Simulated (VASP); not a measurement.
# CdSe (Fm-3m) in VASP: a series of runs

The runs below take CdSe through single point, with r2SCAN, PBE.

Program: VASP 6.6.1. These are calculated values, not measurements. Logs are shortened: lines on timing, memory, paths and dates and some standing lists are left out, and cuts for length are marked.

**1. The cell of the first run**

Symmetry: Fm-3m, No. 225, cubic system. Conventional cell: a = 5.797 Å, b = 5.797 Å, c = 5.797 Å, α = 90.00°, β = 90.00°, γ = 90.00°. Cd (site symmetry m-3m) has 6 Se at 2.90 Å within 3.8 Å. Se (site symmetry m-3m) has 6 Cd at 2.90 Å within 3.8 Å.

**2. Single point, r2SCAN (volume changed by +6%)**

POSCAR reads:

```
CdSe
1.0
    0.0000000000      2.8987040656      2.8987040656
    2.8987040656      0.0000000000      2.8987040656
    2.8987040656      2.8987040656      0.0000000000
Cd Se
1 1
Direct
    0.0000000000      0.0000000000      0.0000000000
    0.5000000000      0.5000000000      0.5000000000
```

INCAR.step1 reads:

```
SYSTEM = CdSe
ALGO = Normal
EDIFF = 1E-4
ENCUT = 520
GGA = PE
ISMEAR = -1
LASPH = .True.
LCHARG = .False.
LREAL = .False.
LWAVE = .True.
NBANDS = 16
NELM = 60
PREC = Accurate
SIGMA = 0.02
```

INCAR.step2 reads:

```
SYSTEM = CdSe
ALGO = Normal
EDIFF = 1E-7
ENCUT = 520
ISIF = 2
ISMEAR = -1
ISTART = 1
LASPH = .True.
LCHARG = .True.
LELF = .True.
LMIXTAU = .True.
LREAL = .False.
LVHAR = .True.
LWAVE = .False.
METAGGA = R2SCAN
NBANDS = 16
NELM = 60
PREC = Accurate
SIGMA = 0.02
```

KPOINTS reads:

```
k-points
0
Gamma
  6 6 6
  0 0 0
```

Potentials or basis: VASP PAW PBE potentials, release 64 (Cd, Se).

On the command line:

```bash
> cat potpaw_PBE.64/Cd/POTCAR potpaw_PBE.64/Se/POTCAR > POTCAR
> cp INCAR.step1 INCAR
> mpirun -np 1 vasp_std > vasp.out
> cp INCAR.step2 INCAR
> mpirun -np 1 vasp_std > vasp.out
```

OUTCAR:

```text
SYSTEM = CdSe
   EDIFF = 1E-7
   ENCUT = 520
   ISIF = 2
   ISMEAR = -1
   ISTART = 1
   LASPH = .True.
   LREAL = .False.
   METAGGA = R2SCAN
   NELM = 60
   PREC = Accurate

 ion  position               nearest neighbor table
   1  0.000  0.000  0.000-   2 2.90   2 2.90   2 2.90   2 2.90   2 2.90   2 2.90
   2  0.500  0.500  0.500-   1 2.90   1 2.90   1 2.90   1 2.90   1 2.90   1 2.90

  LATTYP: Found a face centered cubic cell.
 ALAT       =     5.7974081312

  Lattice vectors:

 A1 = (   0.0000000000,   2.8987040656,   2.8987040656)
 A2 = (   2.8987040656,   0.0000000000,   2.8987040656)
 A3 = (   2.8987040656,   2.8987040656,   0.0000000000)

Analysis of symmetry for initial positions (statically):
=====================================================================
 Subroutine PRICEL returns:
 Original cell was already a primitive cell.

 Routine SETGRP: Setting up the symmetry group for a
 face centered cubic supercell.

 Subroutine GETGRP returns: Found 48 space group operations
 (whereof 48 operations were pure point group operations)
 out of a pool of 48 trial point group operations.

The static configuration has the point symmetry O_h .

Analysis of symmetry for dynamics (positions and initial velocities):
=====================================================================
 Subroutine PRICEL returns:
 Original cell was already a primitive cell.

 Routine SETGRP: Setting up the symmetry group for a
 face centered cubic supercell.

 Subroutine GETGRP returns: Found 48 space group operations
 (whereof 48 operations were pure point group operations)
 out of a pool of 48 trial point group operations.

The dynamic configuration has the point symmetry O_h .

 Subroutine INISYM returns: Found 48 space group operations
 (whereof 48 operations are pure point group operations),
 and found     1 'primitive' translations

----------------------------------------------------------------------------------------

                                     Primitive cell

  volume of cell :      48.7126

  direct lattice vectors                    reciprocal lattice vectors
     0.000000000  2.898704066  2.898704066    -0.172490875  0.172490875  0.172490875
     2.898704066  0.000000000  2.898704066     0.172490875 -0.172490875  0.172490875
     2.898704066  2.898704066  0.000000000     0.172490875  0.172490875 -0.172490875

  length of vectors
     4.099386603  4.099386603  4.099386603     0.298762959  0.298762959  0.298762959

  position of ions in fractional coordinates (direct lattice)
     0.000000000  0.000000000  0.000000000
     0.500000000  0.500000000  0.500000000

  ion indices of the primitive-cell ions
   primitive index   ion index
                 1           1
                 2           2

----------------------------------------------------------------------------------------

 KPOINTS: k-points

Automatic generation of k-mesh.
 Grid dimensions read from file:
 generate k-points for:    6    6    6

 Generating k-lattice:

  Cartesian coordinates                     Fractional coordinates (reciprocal lattice)
    -0.028748479  0.028748479  0.028748479     0.166666667  0.000000000  0.000000000
     0.028748479 -0.028748479  0.028748479     0.000000000  0.166666667  0.000000000
     0.028748479  0.028748479 -0.028748479     0.000000000  0.000000000  0.166666667

  Length of vectors
     0.049793826  0.049793826  0.049793826

  Shift w.r.t. Gamma in fractional coordinates (k-lattice)
     0.000000000  0.000000000  0.000000000

 Subroutine IBZKPT returns following result:
 ===========================================

 Found     16 irreducible k-points:

 Following reciprocal coordinates:
            Coordinates               Weight
  0.000000  0.000000  0.000000      1.000000
  0.166667  0.000000  0.000000      8.000000
  0.333333  0.000000  0.000000      8.000000
  0.500000  0.000000  0.000000      4.000000
  0.166667  0.166667  0.000000      6.000000
  0.333333  0.166667  0.000000     24.000000
[... 8 lines left out ...]
 -0.333333  0.333333  0.166667     24.000000
 -0.333333  0.500000  0.166667     12.000000
   k-points           NKPTS =     16   k-points in BZ     NKDIM =     16   number of bands    NBANDS=     16
   number of dos      NEDOS =    301   number of ions     NIONS =      2
   total plane-waves  NPLWV =  27000
   dimension x,y,z NGX =    30 NGY =   30 NGZ =   30
   dimension x,y,z NGXF=    60 NGYF=   60 NGZF=   60
   ions per type =               1   1
   NGX,Y,Z   is equivalent  to a cutoff of  12.17, 12.17, 12.17 a.u.
   NGXF,Y,Z  is equivalent  to a cutoff of  24.33, 24.33, 24.33 a.u.
 SYSTEM =  CdSe
   PREC   = accura    normal or accurate (medium, high low for compatibility)
   ISTART =      1    job   : 0-new  1-cont  2-samecut
   ICHARG =      0    charge: 1-file 2-atom 10-const
   ISPIN  =      1    spin polarized calculation?
   LNONCOLLINEAR =      F non collinear calculations
   LSORBIT =      F    spin-orbit coupling
   LASPH  =      T    aspherical Exc in radial PAW
   ENCUT  =  520.0 eV  38.22 Ry    6.18 a.u.   7.62  7.62  7.62*2*pi/ulx,y,z
   NELM   =     60;   NELMIN=  2; NELMDL=  0     # of ELM steps
   EDIFF  = 0.1E-06   stopping-criterion for ELM
   LREAL  =      F    real-space projection
   EDIFFG = 0.1E-05   stopping-criterion for IOM
   NSW    =      0    number of steps for IOM
   IBRION =     -1    ionic relax: 0-MD 1-quasi-New 2-CG
   NFREE  =      0    steps in history (QN), initial steepest desc. (CG)
   ISIF   =      2    stress and relaxation
   ISYM   =      2    0-nonsym 1-usesym 2-fastsym
   POTIM  = 0.5000    time-step for ionic-motion
   TEBEG  =    0.0;   TEEND  =   0.0 temperature during run
   PSTRESS=    0.0 pullay stress
   NELECT =      18.0000    total number of electrons
   NUPDOWN=      -1.0000    fix difference up-down
   EMIN   =  10.00;   EMAX   =-10.00  energy-range for DOS
   EFERMI =   0.00;   METHOD = LEGACY
   ISMEAR =    -1;   SIGMA  =   0.02  broadening in eV -4-tet -1-fermi 0-gaus
   EFERMI_NEDOS =   21; number of points for ismear=-14 and -15
   IALGO  =     38    algorithm
   IMIX   =      4    mixing-type and parameters
     AMIX     =   0.40;   BMIX     =  1.00
     AMIX_MAG =   1.60;   BMIX_MAG =  1.00
  volume/ion in A,a.u.               =      24.36       164.36
  Fermi-wavevector in a.u.,A,eV,Ry     =   1.174767  2.219988 18.777099  1.380078
  Thomas-Fermi vector in A             =   2.311159
   LORBIT       =      0    0 simple, 1 ext, 2 COOP (PROOUT), +10 PAW based schemes
   METAGGA = R2SCAN    functional components
   LHFCALC =     F    Hartree Fock is set to
   AEXX    =    0.0000 exact exchange contribution
   IVDW    =     0    specifies the selected vdW correction
   LEPSILON=     F    determine dielectric tensor
   LRPA    =     F    only Hartree local field effects (RPA)
 non-spin polarized calculation
  energy-cutoff  :      520.00
  volume of cell :       48.71
 maximum number of plane-waves:      1363
   NGX = 15   NGY = 15   NGZ = 15

 number of electron      18.0000008 magnetization

 Free energy of the ion-electron system (eV)
  ---------------------------------------------------
  ext. energy  EPLUGINS =         0.00000000
  ---------------------------------------------------
  free energy    TOTEN  =       -35.66874001 eV

  energy without entropy =      -35.66736446  energy(sigma->0) =      -35.66805223

 E-fermi :   1.7727     XC(G=0): -10.3713

 val. band max:        1.7718644606   @ k =   0.5000   0.5000   0.0000
 cond. band min:       2.3511172199   @ k =   0.0000   0.0000   0.0000
 fundamental gap:      0.5792527592
 Fermi energy:         1.7726713751

 k-point     1 :       0.0000    0.0000    0.0000
  band No.  band energies     occupation
      1     -11.3626      2.00000
      2      -6.3672      2.00000
      3      -6.3672      2.00000
      4      -6.3538      2.00000
      5      -6.3538      2.00000
      6      -6.3538      2.00000
[... 8 lines left out ...]
     15      12.1932      0.00000
     16      12.1932      0.00000

 k-point     2 :       0.1667    0.0000    0.0000
  band No.  band energies     occupation
      1     -11.1756      2.00000
      2      -6.4194      2.00000
      3      -6.4193      2.00000
      4      -6.3677      2.00000
      5      -6.3248      2.00000
      6      -6.3248      2.00000
[... 8 lines left out ...]
     15      11.8625      0.00000
     16      11.8625      0.00000

 k-point     3 :       0.3333    0.0000    0.0000
  band No.  band energies     occupation
      1     -10.7460      2.00000
      2      -6.5234      2.00000
      3      -6.5234      2.00000
      4      -6.4194      2.00000
      5      -6.2631      2.00000
      6      -6.2631      2.00000
[... 8 lines left out ...]
     15      13.4425      0.00000
     16      13.4425      0.00000

 k-point     4 :       0.5000    0.0000    0.0000
  band No.  band energies     occupation
      1     -10.4916      2.00000
      2      -6.5740      2.00000
      3      -6.5740      2.00000
      4      -6.4684      2.00000
      5      -6.2318      2.00000
      6      -6.2318      2.00000
[... 8 lines left out ...]
     15      15.2173      0.00000
     16      15.2173      0.00000
[... 172 lines left out ...]
 k-point    14 :       0.5000    0.3333    0.1667
  band No.  band energies     occupation
      1     -10.6163      2.00000
      2      -6.4547      2.00000
      3      -6.3870      2.00000
      4      -6.3605      2.00000
      5      -6.2382      2.00000
      6      -6.1502      2.00000
[... 8 lines left out ...]
     15      15.6562      0.00000
     16      16.2452      0.00000

 k-point    15 :      -0.3333    0.3333    0.1667
  band No.  band energies     occupation
      1     -10.5107      2.00000
      2      -6.4900      2.00000
      3      -6.3601      2.00000
      4      -6.3458      2.00000
      5      -6.2103      2.00000
      6      -6.0280      2.00000
[... 8 lines left out ...]
     15      13.9818      0.00000
     16      16.6945      0.00000

 k-point    16 :      -0.3333    0.5000    0.1667
  band No.  band energies     occupation
      1     -10.5447      2.00000
      2      -6.4139      2.00000
      3      -6.3978      2.00000
      4      -6.2727      2.00000
      5      -6.1877      2.00000
      6      -5.8170      2.00000
[... 8 lines left out ...]
     15      15.4240      0.00000
     16      17.2183      0.00000

------------------------ aborting loop because EDIFF is reached ----------------------------------------

  FORCE on cell =-STRESS in cart. coord.  units (eV):
  Direction    XX          YY          ZZ          XY          YZ          ZX
  --------------------------------------------------------------------------------------
  -------------------------------------------------------------------------------------
  Total       -0.9837498     -0.9837498     -0.9837498     -0.0000000     -0.0000000     -0.0000000
  in kB      -32.3559101    -32.3559101    -32.3559101     -0.0000000     -0.0000000     -0.0000000
  external PRESSURE =     -32.3559101 kB  Pullay stress =       0.0000000 kB

 VOLUME and BASIS-vectors are now :
 -----------------------------------------------------------------------------
  energy-cutoff  :      520.00
  volume of cell :       48.71
      direct lattice vectors                 reciprocal lattice vectors
     0.000000000  2.898704066  2.898704066    -0.172490875  0.172490875  0.172490875
     2.898704066  0.000000000  2.898704066     0.172490875 -0.172490875  0.172490875
     2.898704066  2.898704066  0.000000000     0.172490875  0.172490875 -0.172490875

 POSITION                                       TOTAL-FORCE (eV/Angst)
 -----------------------------------------------------------------------------------
      0.00000      0.00000      0.00000         0.000000     -0.000000     -0.000000
      2.89870      2.89870      2.89870         0.000000      0.000000      0.000000
 -----------------------------------------------------------------------------------
    total drift:                               -0.000000      0.000000      0.000000

  FREE ENERGIE OF THE ION-ELECTRON SYSTEM (eV)
  ---------------------------------------------------
  free  energy   TOTEN  =       -35.6687400108 eV

  energy  without entropy=      -35.6673644552  energy(sigma->0) =      -35.66805223
```

Wall time 2.4 min (1 thread of AMD EPYC 7R43 (Zen 3), shared host); peak memory 0.13 GiB.

Results:

| Item | Value |
| --- | --- |
| Free energy | -35.6687 eV |
| Pressure | -3.2 GPa |

Levels at points of the mesh, in eV from the Fermi level:
```tsv
k point	band 5	band 6	band 7	band 8	band 9	band 10	band 11	band 12	band 13	band 14
(0.00, 0.00, 0.00)	-8.13	-8.13	-0.57	-0.57	-0.57	0.58	9.14	9.14	9.14	10.42
(0.50, 0.00, 0.00)	-8.00	-8.00	-4.80	-0.06	-0.06	3.59	5.81	5.81	6.30	11.84
(0.50, 0.50, 0.00)	-7.96	-7.48	-3.95	-1.97	-1.97	0.00	5.92	10.32	10.96	10.96
```

Caveat: the cell differs from its parent crystal (volume changed by +6%); the PAW data sets were made with another functional, which shifts forces and pressure a little.

**3. Single point, PBE**

This run uses another cell than the first one, of 22.98 Å³/atom, 0.943 times its volume.

INCAR reads:

```
PREC = Accurate
ENCUT = 520
EDIFF = 1E-7
ISMEAR = -1
SIGMA = 0.02
LREAL = False
LASPH = True
NELM = 80
ALGO = Normal
ISIF = 2
LWAVE = False
LCHARG = False
GGA = PE
NBANDS = 16
```

KPOINTS reads:

```
Automatic mesh
0
Gamma
  8 8 8
```

POSCAR reads:

```
CdSe
1.0
    0.0000000000      2.8429458730      2.8429458730
    2.8429458730      0.0000000000      2.8429458730
    2.8429458730      2.8429458730      0.0000000000
Cd Se
1 1
Direct
    0.0000000000      0.0000000000      0.0000000000
    0.5000000000      0.5000000000      0.5000000000
```

Potentials or basis: VASP PAW PBE potentials, release 64 (Cd, Se).

On the command line:

```bash
> cat potpaw_PBE.64/Cd/POTCAR potpaw_PBE.64/Se/POTCAR > POTCAR
> mpirun -np 1 vasp_std > vasp.out
```

Wall time 46 s (1 thread of AMD EPYC 7R43 (Zen 3), shared host); peak memory 0.14 GiB.

It converged, with:

| Quantity | Value |
| --- | --- |
| Free energy | -5.1946 eV |
| Pressure | 2.1 GPa |
| Band gap on the k mesh | zero (band 9 reaches 2.55 eV, above the bottom of band 10 at 2.10 eV) |

Levels at points of the mesh, in eV from the Fermi level:
| k point | band 5 | band 6 | band 7 | band 8 | band 9 | band 10 | band 11 | band 12 | band 13 | band 14 |
| --- | --- | --- | --- | --- | --- | --- | --- | --- | --- | --- |
| (0.00, 0.00, 0.00) | -8.00 | -8.00 | -0.68 | -0.68 | -0.68 | 0.18 | 8.64 | 8.64 | 8.64 | 9.90 |
| (0.50, 0.00, 0.00) | -7.85 | -7.85 | -5.12 | -0.07 | -0.07 | 2.98 | 5.23 | 5.23 | 6.13 | 11.34 |
| (0.50, 0.50, 0.00) | -7.79 | -7.26 | -4.31 | -2.19 | -2.19 | -0.49 | 5.40 | 9.92 | 10.50 | 10.50 |

(Part 1 of 2 ends here.)
